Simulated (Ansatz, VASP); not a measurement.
# CS2: VASP beside Ansatz

```
CELL_PARAMETERS angstrom
3.64579 -2.99431 0.00000
3.64579 2.99431 0.00000
0.00000 0.00000 9.85126
ATOMIC_POSITIONS crystal
S 0.18152 0.81848 0.88687
S 0.31848 0.68152 0.38687
S 0.68152 0.31848 0.61313
S 0.81848 0.18152 0.11313
C 0.50000 0.50000 0.50000
C 0.00000 0.00000 0.00000
```

Alike in both runs: task relaxation of cell and atoms; functional PBE; dispersion D3(BJ); k mesh 6 × 6 × 3; occupations fermi-dirac, width 0.05 eV; no spin polarisation.

|  | VASP | Ansatz |
| --- | --- | --- |
| version | VASP 6.6.1 | Ansatz 0.2.0 |
| potentials or method | VASP PAW PBE potentials, release 64 (S, C) | Ansatz PAW |
| plane-wave cutoff (eV) | 600 | 420 |
| valence electrons in the cell | 32 | 32 |

Ansatz gave:

| Item | Value |
| --- | --- |
| gap on the k mesh at the Fermi level, each at its own relaxed structure (eV) | 2.89 |
| relaxed volume (Å³/atom) | 25.67 |
| relaxed length of the cell vector where the two differ most in proportion (Å) | 9.245 |

Q: What did VASP give for the same quantities?

A: gap on the k mesh at the Fermi level, each at its own relaxed structure (eV): 2.83; relaxed volume (Å³/atom): 25.40; relaxed length of the cell vector where the two differ most in proportion (Å): 9.061.

Noted on VASP's run: the volume moved by over 15 % at a fixed basis, so the end points are rough. Noted on Ansatz's run: the volume moved by over 15 % at a fixed basis, so the end points are rough; odd divisions of the mesh miss points on the zone boundary, where band edges often lie, so the gap on the mesh can be too wide; the plane-wave basis is chosen anew once the cell has moved, so the energies of steps on either side of that aren't comparable.
